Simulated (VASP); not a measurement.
AlN: single point with PBEsol

AlN:

```
Al N
1.0
     3.11357    0.00000    0.00000
    -1.55678    2.69643    0.00000
     0.00000    0.00000    4.98314
Al N
2 2
Direct
  0.33333 0.66667 0.98230
  0.66667 0.33333 0.48230
  0.33333 0.66667 0.39970
  0.66667 0.33333 0.89970
```

This cell differs from its parent crystal: atoms moved along the polar distortion.

* Program: VASP 6.6.1
* Task: single point
* Functional: PBEsol
* Potentials or basis: VASP PAW PBE potentials, release 64 (Al, N)
* Cutoff: 520 eV
* k mesh: 12 × 12 × 8
* Occupations: gaussian, width 0.01 eV
* Spin: no spin polarisation

```
Pressure               : 2.0 GPa
Largest force          : 1.275 eV/Å
Band gap on the k mesh : 3.55 eV
```

Forces on the atoms (eV/Å):
```
Al   0.000  0.000  1.275
Al   0.000  0.000  1.275
N    0.000  0.000 -1.275
N    0.000  0.000 -1.275
```

Stress tensor (GPa, compression positive):
```
 7.93  0.00  0.00
 0.00  7.93  0.00
 0.00  0.00 -9.87
```

Levels at points of the mesh, in eV from the valence-band top:
```csv
k point,band 4,band 5,band 6,band 7,band 8,band 9,band 10,band 11,band 12,band 13
"(0.00, 0.00, 0.00)",-1.65,-1.65,-1.00,-1.00,0.00,3.55,6.13,10.26,10.43,10.43
"(0.50, 0.00, 0.00)",-4.87,-3.68,-2.82,-2.01,-1.44,5.26,5.44,7.34,9.53,10.46
"(0.00, 0.00, 0.50)",-3.64,-1.33,-1.33,-1.33,-1.33,6.03,6.03,9.67,9.67,10.76
"(0.50, 0.00, 0.50)",-6.23,-2.20,-2.20,-1.66,-1.66,4.77,4.77,8.28,8.28,11.06
```

Run time: 100 s on 1 thread of Intel Xeon 8259CL (shared host), peak memory 0.19 GiB.

Caveat: the cell differs from its parent crystal (atoms moved along the polar distortion); the stress differs along the axes, from -10 to 8 GPa; the PAW data sets were made with another functional, which shifts forces and pressure a little. A k mesh can miss the band edges.
